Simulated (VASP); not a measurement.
A run of VASP 6.6.1:

The input INCAR:

```
SYSTEM = Ta3N
PREC = Accurate
ENCUT = 520
EDIFF = 1E-6
ISMEAR = -1
SIGMA = 0.05
LREAL = .FALSE.
LASPH = .TRUE.
NELM = 60
ALGO = Normal
ISIF = 2
LWAVE = .FALSE.
LCHARG = .FALSE.
GGA = PE
NBANDS = 27
```

The input KPOINTS:

```
regular mesh
0
G
  10 10 4
  0 0 0
```

File POSCAR:

```
Ta3N
1.0
    3.0523055267      0.0000000000      0.0000000000
   -1.5261527634      2.6433741262      0.0000000000
    0.0000000000      0.0000000000      7.5739671740
Ta N
3 1
Direct
    0.6666666667      0.3333333333      0.8260700000
    0.3333333333      0.6666666667      0.1739300000
    0.0000000000      0.0000000000      0.5000000000
    0.0000000000      0.0000000000      0.0000000000
```

Potentials or basis: VASP PAW PBE potentials, release 64 (Ta_pv, N).

Launch:

```console
$ cat potpaw_PBE.64/Ta_pv/POTCAR potpaw_PBE.64/N/POTCAR > POTCAR
$ mpirun -np 1 vasp_std > vasp.out
```

Hardware: 1 thread of Intel(R) Xeon(R) 6975P-C (Granite Rapids) (shared host).

Question: Estimate the wall time of this run.

Answer: It took 67 s on 1 thread of Intel(R) Xeon(R) 6975P-C (Granite Rapids), on a shared host, peak memory 0.22 GiB. Counts: scf iterations 15, k points 50.
